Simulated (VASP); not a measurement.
# As3RuW (Pm-3m) in VASP: notebook, part 2 of 2

VASP 6.6.1. The steps go on from the part before.

**5. Relaxation of cell and atoms, PBE**

File INCAR:

```
SYSTEM = As3RuW
PREC = Accurate
ENCUT = 600
EDIFF = 1E-6
ISMEAR = 0
SIGMA = 0.1
LREAL = .FALSE.
LASPH = .TRUE.
NELM = 100
ALGO = Normal
ISIF = 3
LWAVE = .FALSE.
LCHARG = .FALSE.
GGA = PE
IBRION = 2
NSW = 100
EDIFFG = -0.01
```

File KPOINTS:

```
regular mesh
0
G
  8 8 8
  0 0 0
```

File POSCAR:

```
As3RuW
1.0
    4.8065878235      0.0000000000      0.0000000000
    0.0000000000      4.8065878235      0.0000000000
    0.0000000000      0.0000000000      4.8065878235
As Ru W
3 1 1
Direct
    0.0000000000      0.5000000000      0.5000000000
    0.5000000000      0.0000000000      0.5000000000
    0.5000000000      0.5000000000      0.0000000000
    0.0000000000      0.0000000000      0.0000000000
    0.5000000000      0.5000000000      0.5000000000
```

Potentials or basis: VASP PAW PBE potentials, release 64 (As, Ru_pv, W_sv).

Launch:

```
> cat potpaw_PBE.64/As/POTCAR potpaw_PBE.64/Ru_pv/POTCAR potpaw_PBE.64/W_sv/POTCAR > POTCAR
> mpirun -np 1 vasp_std > vasp.out
```

OUTCAR:

```text
SYSTEM = As3RuW
   PREC = Accurate
   ENCUT = 600
   EDIFF = 1E-6
   ISMEAR = 0
   LREAL = .FALSE.
   LASPH = .TRUE.
   NELM = 100
   ISIF = 3
   GGA = PE
   IBRION = 2
   NSW = 100
   EDIFFG = -0.01

 ion  position               nearest neighbor table
   1  0.000  0.500  0.500-   5 2.40   5 2.40
   2  0.500  0.000  0.500-   5 2.40   5 2.40
   3  0.500  0.500  0.000-   5 2.40   5 2.40
   4  0.000  0.000  0.000-
   5  0.500  0.500  0.500-   1 2.40   2 2.40   3 2.40   3 2.40   2 2.40   1 2.40

  LATTYP: Found a simple cubic cell.
 ALAT       =     4.8065878235

  Lattice vectors:

 A1 = (   4.8065878235,   0.0000000000,   0.0000000000)
 A2 = (   0.0000000000,   4.8065878235,   0.0000000000)
 A3 = (   0.0000000000,   0.0000000000,   4.8065878235)

Analysis of symmetry for initial positions (statically):
=====================================================================
 Subroutine PRICEL returns:
 Original cell was already a primitive cell.

 Routine SETGRP: Setting up the symmetry group for a
 simple cubic supercell.

 Subroutine GETGRP returns: Found 48 space group operations
 (whereof 48 operations were pure point group operations)
 out of a pool of 48 trial point group operations.

The static configuration has the point symmetry O_h .

Analysis of symmetry for dynamics (positions and initial velocities):
=====================================================================
 Subroutine PRICEL returns:
 Original cell was already a primitive cell.

 Routine SETGRP: Setting up the symmetry group for a
 simple cubic supercell.

 Subroutine GETGRP returns: Found 48 space group operations
 (whereof 48 operations were pure point group operations)
 out of a pool of 48 trial point group operations.

The dynamic configuration has the point symmetry O_h .

[... 122 lines left out ...]
   IMIX   =      4    mixing-type and parameters
     AMIX     =   0.40;   BMIX     =  1.00
     AMIX_MAG =   1.60;   BMIX_MAG =  1.00
  volume/ion in A,a.u.               =      22.21       149.88
  Fermi-wavevector in a.u.,A,eV,Ry     =   1.193239  2.254895 19.372237  1.423819
  Thomas-Fermi vector in A             =   2.329258
   LORBIT       =      0    0 simple, 1 ext, 2 COOP (PROOUT), +10 PAW based schemes
   GGA     = PE    functional components
   LHFCALC =     F    Hartree Fock is set to
   AEXX    =    0.0000 exact exchange contribution
   IVDW    =     0    specifies the selected vdW correction
   LEPSILON=     F    determine dielectric tensor
   LRPA    =     F    only Hartree local field effects (RPA)
 conjugate gradient relaxation of ions
 non-spin polarized calculation
 Gauss-broadening in eV      SIGMA  =   0.10
  energy-cutoff  :      600.00
  volume of cell :      111.05
 maximum number of plane-waves:      3755
 NGX is ok and might be reduce to    40
   NGX = 19   NGY = 19   NGZ = 19

--------------------------------------- Ionic step        1  -------------------------------------------

 number of electron      43.0000003 magnetization

 Free energy of the ion-electron system (eV)
  ---------------------------------------------------
  ext. energy  EPLUGINS =         0.00000000
  ---------------------------------------------------
  free energy    TOTEN  =       -30.23629838 eV

  energy without entropy =      -30.20795501  energy(sigma->0) =      -30.22212670

------------------------ aborting loop because EDIFF is reached ----------------------------------------

  FORCE on cell =-STRESS in cart. coord.  units (eV):
  Direction    XX          YY          ZZ          XY          YZ          ZX
  --------------------------------------------------------------------------------------
  -------------------------------------------------------------------------------------
  Total        0.3382980      0.3382980      0.3382980      0.0000000     -0.0000000      0.0000000
  in kB        4.8808942      4.8808942      4.8808942      0.0000000     -0.0000000      0.0000000
  external PRESSURE =       4.8808942 kB  Pullay stress =       0.0000000 kB
[... 65 lines left out ...]
--------------------------------------- Ionic step        3  -------------------------------------------

 number of electron      43.0000003 magnetization

 Free energy of the ion-electron system (eV)
  ---------------------------------------------------
  ext. energy  EPLUGINS =         0.00000000
  ---------------------------------------------------
  free energy    TOTEN  =       -30.23715397 eV

  energy without entropy =      -30.20873268  energy(sigma->0) =      -30.22294333

 E-fermi :   5.3688     XC(G=0): -10.3661

 val. band max:        5.3653875970   @ k =   0.5000   0.5000   0.0000
 cond. band min:       5.3941161338   @ k =   0.3750   0.2500   0.1250
 fundamental gap:      0.0287285368
 Fermi energy:         5.3688469757

 k-point     1 :       0.0000    0.0000    0.0000
  band No.  band energies     occupation
      1     -68.8372      2.00000
      2     -35.9899      2.00000
      3     -35.9899      2.00000
      4     -35.9899      2.00000
      5     -33.1848      2.00000
      6     -33.1848      2.00000
[... 661 lines left out ...]
     24       6.4434      0.00000
     25       7.3818      0.00000

 [... further k-points ...]
[... 5 lines left out ...]
  --------------------------------------------------------------------------------------
  -------------------------------------------------------------------------------------
  Total        0.0002931      0.0002931      0.0002931     -0.0000000      0.0000000     -0.0000000
  in kB        0.0042077      0.0042077      0.0042077     -0.0000000      0.0000000     -0.0000000
  external PRESSURE =       0.0042077 kB  Pullay stress =       0.0000000 kB
[... 20 lines left out ...]
  FREE ENERGIE OF THE ION-ELECTRON SYSTEM (eV)
  ---------------------------------------------------
  free  energy   TOTEN  =       -30.2371539725 eV

  energy  without entropy=      -30.2087326847  energy(sigma->0) =      -30.22294333

 reached required accuracy - stopping structural energy minimisation
```

OSZICAR:

```text
N       E                     dE             d eps       ncg     rms          rms(c)
DAV:   1     0.395067717444E+03    0.39507E+03   -0.24660E+04  2014   0.177E+03
DAV:   2    -0.104939357877E+02   -0.40556E+03   -0.40146E+03  2096   0.438E+02
DAV:   3    -0.302758745663E+02   -0.19782E+02   -0.19290E+02  2207   0.841E+01
[... 28 lines left out ...]
DAV:   4    -0.302372959393E+02    0.56952E-03   -0.13386E-02  2280   0.486E-01    0.883E-02
DAV:   5    -0.302371373480E+02    0.15859E-03   -0.10348E-03  2117   0.228E-01    0.716E-02
DAV:   6    -0.302371497590E+02   -0.12411E-04   -0.93984E-05  2274   0.540E-02    0.370E-02
DAV:   7    -0.302371546375E+02   -0.48785E-05   -0.20608E-05  2354   0.221E-02    0.297E-03
DAV:   8    -0.302371539725E+02    0.66502E-06   -0.21299E-06  1374   0.811E-03
   3 F= -.30237154E+02 E0= -.30222943E+02  d E =-.855590E-03
```

CONTCAR:

```text
As3RuW
   1.00000000000000
     4.8145056360609635    0.0000000000000000    0.0000000000000000
     0.0000000000000000    4.8145056360609635   -0.0000000000000000
     0.0000000000000000   -0.0000000000000000    4.8145056360609635
  As              Ru              W
     3     1     1
Direct
     0.0000000000000000    0.5000000000000000    0.5000000000000000
     0.5000000000000000    0.0000000000000000    0.5000000000000000
     0.5000000000000000    0.5000000000000000    0.0000000000000000
     0.0000000000000000    0.0000000000000000    0.0000000000000000
     0.5000000000000000    0.5000000000000000    0.5000000000000000

  0.00000000E+00  0.00000000E+00  0.00000000E+00
  0.00000000E+00  0.00000000E+00  0.00000000E+00
  0.00000000E+00  0.00000000E+00  0.00000000E+00
  0.00000000E+00  0.00000000E+00  0.00000000E+00
  0.00000000E+00  0.00000000E+00  0.00000000E+00
```

It took 3.7 min on 1 thread of Intel Xeon Platinum 8488C (Sapphire Rapids), shared host; peak memory 0.34 GiB.

Results:

```yaml
Free_energy: -30.2372 eV
Relaxed_volume: 22.32 Å³/atom
Relaxed_cell: a = 4.815 Å, b = 4.815 Å, c = 4.815 Å, α = 90.00°, β = 90.00°, γ = 90.00°
Space_group_after_relaxing_to_0.05_Å: Pm-3m (No. 221)
Energy_gained_by_relaxing: 0.2 meV/atom
Ionic_steps: 3
Pressure_after_relaxing: 0.0 GPa
```

Step by step:
```tsv
step	energy change (eV)	largest force (eV/Å)	pressure (GPa)	volume (Å³)
1	0.0000	0.0000	0.49	111.05
2	0.0000	0.0000	-0.48	112.14
3	-0.0009	0.0000	0.00	111.60
```

Final structure:
```yaml
crystal:
  lattice:
    - [4.81451, 0.00000, 0.00000]
    - [0.00000, 4.81451, 0.00000]
    - [0.00000, 0.00000, 4.81451]
  atoms:
    - { symbol: As, position: [0.00000, 0.50000, 0.50000] }
    - { symbol: As, position: [0.50000, 0.00000, 0.50000] }
    - { symbol: As, position: [0.50000, 0.50000, 0.00000] }
    - { symbol: Ru, position: [0.00000, 0.00000, 0.00000] }
    - { symbol: W, position: [0.50000, 0.50000, 0.50000] }
```

Levels at points of the mesh, in eV from the Fermi level:
| k point | band 19 | band 20 | band 21 | band 22 | band 23 | band 24 | band 25 |
| --- | --- | --- | --- | --- | --- | --- | --- |
| (0.00, 0.00, 0.00) | -0.21 | -0.21 | -0.21 | -0.13 | -0.13 | -0.13 | 0.29 |
| (0.50, 0.00, 0.00) | -0.44 | -0.28 | -0.28 | -0.22 | 1.16 | 1.50 | 1.50 |
| (0.50, 0.50, 0.00) | -0.37 | -0.37 | -0.23 | 0.00 | 0.00 | 1.07 | 2.36 |
| (0.50, 0.50, 0.50) | -0.20 | -0.18 | -0.18 | 0.12 | 1.77 | 1.77 | 1.77 |

Caveat: spin-orbit coupling is left out, which moves the levels of the heavy elements.

**6. The runs side by side**

```tsv
task	cell	k mesh	cutoff (eV)	gap on the mesh (eV)	pressure (GPa)	relaxed volume (Å³/atom)
single point	a = 4.807 Å, 5 atoms	4 × 4 × 4	520	none	0.4	-
relaxation of cell and atoms	relaxed from a = 4.425 Å, 5 atoms	4 × 4 × 4	600	none	0.0	22.30
single point	a = 4.813 Å, 5 atoms	8 × 8 × 8	520	none	0.1	-
relaxation of cell and atoms	relaxed from a = 4.807 Å, 5 atoms	8 × 8 × 8	600	none	0.0	22.32
```

Alike in all rows: level PBE; potentials or basis VASP PAW PBE potentials, release 64 (As, Ru_pv, W_sv); no spin polarisation; smearing gaussian 0.1 eV.

Caveats: spin-orbit coupling is left out, which moves the levels of the heavy elements; the volume moved by over 15 % at a fixed basis, so the end points are rough (some runs).

Absolute energies hang on the potentials; compare differences alone.
